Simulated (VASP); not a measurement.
Here is a VASP 6.6.1 calculation.

INCAR

```
PREC     = Accurate       # precision mode
ENCUT    = 600            # plane-wave cutoff, eV
EDIFF    = 1E-6           # SCF threshold, eV
ISMEAR   = 0              # smearing method
SIGMA    = 0.02           # smearing width, eV
LREAL    = F              # projectors in reciprocal space
LASPH    = T              # aspherical terms in the spheres
NELM     = 120            # most SCF steps
ALGO     = Normal         # electronic algorithm
ISIF     = 2              # what is computed and relaxed
LWAVE    = F              # write WAVECAR
LCHARG   = F              # write CHGCAR
GGA      = PS             # functional
NBANDS   = 46             # bands
GGA_COMPAT= F
```

KPOINTS

```
regular mesh
0
Gamma
  8 8 8
```

POSCAR

```
Al7BN8
1.0
    3.0489059900     -0.0073791820      4.8861350928
    3.0489059900      0.0073791820     -4.8861350928
   -3.0489059900      5.2868381528     -0.0079587275
B Al N
1 7 8
Direct
    0.1714628011      0.1618417839      0.3333045849
    0.1614662288      0.1602903271      0.8326926490
    0.6683880717      0.6683411934      0.3367292651
    0.6724023219      0.6712264201      0.8326926490
    0.0829413024      0.5852757663      0.1715676718
    0.5862919055      0.0886263694      0.1715676718
    0.0870715736      0.5726933455      0.6597649192
    0.5739507245      0.0894524452      0.6634031698
    0.3362105948      0.9941638608      0.3303744556
    0.8560671510      0.4788022034      0.3348693543
    0.3562932955      0.9689678432      0.8343938044
    0.8654259612      0.4781005089      0.8343938044
    0.2645350742      0.3734085097      0.1831407044
    0.2693254177      0.3651957545      0.6345211722
    0.8097321947      0.9186056302      0.1831407044
    0.7664353815      0.8970080383      0.6634434197
```

Potentials or basis: VASP PAW PBE potentials, release 64 (B, Al, N).

The run is started by

```sh
$ cat potpaw_PBE.64/B/POTCAR potpaw_PBE.64/Al/POTCAR potpaw_PBE.64/N/POTCAR > POTCAR
$ mpirun -np 1 vasp_std > vasp.out
```

What does it give for the largest force?

0.017 eV/Å.

Predict the pressure.

-0.1 GPa.

What does it give for the band gap on the k mesh?

3.59 eV.

Forces on the atoms (eV/Å):
```
B    0.000 -0.001 -0.008
Al   0.003  0.002 -0.001
Al   0.000 -0.003 -0.004
Al  -0.003  0.002 -0.001
Al   0.004  0.000  0.002
Al  -0.004  0.000  0.002
Al   0.000  0.002  0.000
Al   0.000 -0.001  0.003
N    0.000 -0.002  0.017
N    0.000  0.000  0.003
N   -0.001  0.001  0.001
N    0.001  0.001  0.001
N    0.012 -0.005 -0.004
N    0.000  0.012 -0.002
N   -0.012 -0.005 -0.004
N    0.000 -0.002 -0.007
```

Caveat: the PAW data sets were made with another functional, which shifts forces and pressure a little. A k mesh can miss the band edges.
